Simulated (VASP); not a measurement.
Runs of VASP 6.6.1 on Mg2Si. The structure is that of space group Fm-3m (No. 225), or close to it. The cells are those of the table. 

| level | cell | k mesh | cutoff (eV) | gap on the mesh (eV) | pressure (GPa) |
| --- | --- | --- | --- | --- | --- |
| PBE | a = 4.407 Å, angles 60.0°, 3 atoms | 6 × 6 × 6 | 600 | 0.13 | 3.7 |
| PBE | a = 4.499 Å, angles 60.0°, 3 atoms | 6 × 6 × 6 | 600 | 0.21 | -0.1 |
| r2SCAN | a = 4.436 Å, angles 60.0°, 3 atoms | 6 × 6 × 6 | 660 | 0.41 | 1.6 |
| r2SCAN | a = 4.482 Å, angles 60.0°, 3 atoms | 6 × 6 × 6 | 660 | 0.44 | -0.3 |
| r2SCAN | a = 4.526 Å, angles 60.0°, 3 atoms | 6 × 6 × 6 | 660 | 0.48 | (c) |
| PBE | a = 4.482 Å, angles 60.0°, 3 atoms | 8 × 8 × 8 | 600 | 0.20 | 0.6 |
| PBE | a = 4.544 Å, angles 60.0°, 3 atoms | 6 × 6 × 6 | 600 | (b) | (a) |
| r2SCAN | a = 4.482 Å, angles 60.0°, 3 atoms | 8 × 8 × 8 | 660 | 0.45 | -0.3 |

Alike in all rows: task single point; potentials or basis VASP PAW PBE potentials, release 64 (Si, Mg); no spin polarisation; smearing gaussian 0.01 eV.

Question: Estimate the missing entries.

Answer: (a) -1.6; (b) 0.24; (c) -1.9.

Caveats: the structure was generated, so it needn't be the stable form of Mg2Si; semilocal functionals underestimate gaps, and a narrow one can read as zero; the PAW data sets were made with another functional, which shifts forces and pressure a little (at least some runs); the cell stands under pressure (at least some runs).

A k mesh can miss the band edges.
